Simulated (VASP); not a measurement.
Here is a VASP 6.6.1 calculation.

The input INCAR:

```
SYSTEM = CdTe
PREC = Accurate ; ENCUT = 520
EDIFF = 1E-7 ; ISMEAR = 0
SIGMA = 0.05 ; LREAL = .FALSE.
LASPH = .TRUE. ; NELM = 60
ALGO = Normal ; ISIF = 2
LWAVE = .FALSE. ; LCHARG = .TRUE.
LELF = .TRUE. ; LVHAR = .TRUE.
NBANDS = 16
```

Contents of KPOINTS:

```
Automatic mesh
0
G
  8 8 8
  0 0 0
```

POSCAR

```
CdTe
1.0
    0.0000000000      3.3814327098      3.1202664112
    3.1202664112      0.0000000000      3.1202664112
    3.1202664112      3.3814327098      0.0000000000
Cd Te
1 1
Direct
    0.0000000000      0.0000000000      0.0000000000
    0.7500000000      0.7500000000      0.7500000000
```

Potentials or basis: VASP PAW LDA potentials, release 64 (Cd, Te).

Run with:

```console
$ cat potpaw_LDA.64/Cd/POTCAR potpaw_LDA.64/Te/POTCAR > POTCAR
$ mpirun -np 1 vasp_std > vasp.out
```

Task: What does it give for the pressure?

Result: 0.1 GPa.

Task: Estimate the band gap on the k mesh.

Result: 0.53 eV.

Stress tensor (GPa, compression positive):
```
 0.69  0.00  0.00
 0.00 -1.03  0.00
 0.00  0.00  0.69
```

Caveat: spin-orbit coupling is left out, which moves the levels of the heavy elements. LDA gaps usually lie below the measured ones, often by a third to a half.
